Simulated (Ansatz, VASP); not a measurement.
# Two plane-wave programs on GaP

Contents of INCAR:

```
SYSTEM = GaP
ALGO = Normal ; EDIFF = 1E-6
ENCUT = 500 ; GGA = PE
GGA_COMPAT = .FALSE. ; ISIF = 2
ISMEAR = 0 ; LASPH = .TRUE.
LCHARG = .TRUE. ; LELF = .TRUE.
LREAL = .FALSE. ; LVHAR = .TRUE.
LWAVE = .FALSE. ; NBANDS = 16
NELM = 120 ; PREC = Accurate
SIGMA = 0.02
```

File KPOINTS:

```
k-points
0
G
  8 8 8
  0 0 0
```

The input POSCAR:

```
GaP
1.0
    0.0000000000      2.8215330825      2.8215330825
    2.8215330825      0.0000000000      2.8215330825
    2.8215330825      2.8215330825      0.0000000000
Ga P
1 1
Direct
    0.0000000000      0.0000000000      0.0000000000
    0.7500000000      0.7500000000      0.7500000000
```

Input for Ansatz:

```yaml
crystal:
  lattice:
    - [0.0, 2.8215330825, 2.8215330825]
    - [2.8215330825, 0.0, 2.8215330825]
    - [2.8215330825, 2.8215330825, 0.0]
  atoms:
    - { symbol: Ga, position: [0.0, 0.0, 0.0] }
    - { symbol: P, position: [0.75, 0.75, 0.75] }
basis:
  ecutwfc: 420
kpoints:
  mp_grid: { grid: [8, 8, 8] }
hamiltonian:
  xc: pbe
scf:
  occupations: { method: gaussian, width: 0.02 }
output:
  forces: true
  stress: true
  eigenvalues: true
  populations: true
```

Alike in both runs: task single point; functional PBE; k mesh 8 × 8 × 8; occupations gaussian, width 0.02 eV; no spin polarisation.

|  | VASP | Ansatz |
| --- | --- | --- |
| version | VASP 6.6.1 | Ansatz 0.2.0 |
| potentials or method | VASP PAW PBE potentials, release 64 (Ga_d, P), cutoff 500 eV | scalar-relativistic, plane waves, PAW |
| valence electrons in the cell | 18 | 18 |

|  | VASP | Ansatz | Ansatz less VASP |
| --- | --- | --- | --- |
| gap on the k mesh at the Fermi level (eV) | 0.99 | 0.99 | +0.004 |
| least direct gap on the mesh (eV) | 0.99 | 0.99 | +0.004 |
| pressure (GPa) | -4.8 | -4.8 | +0.05 |
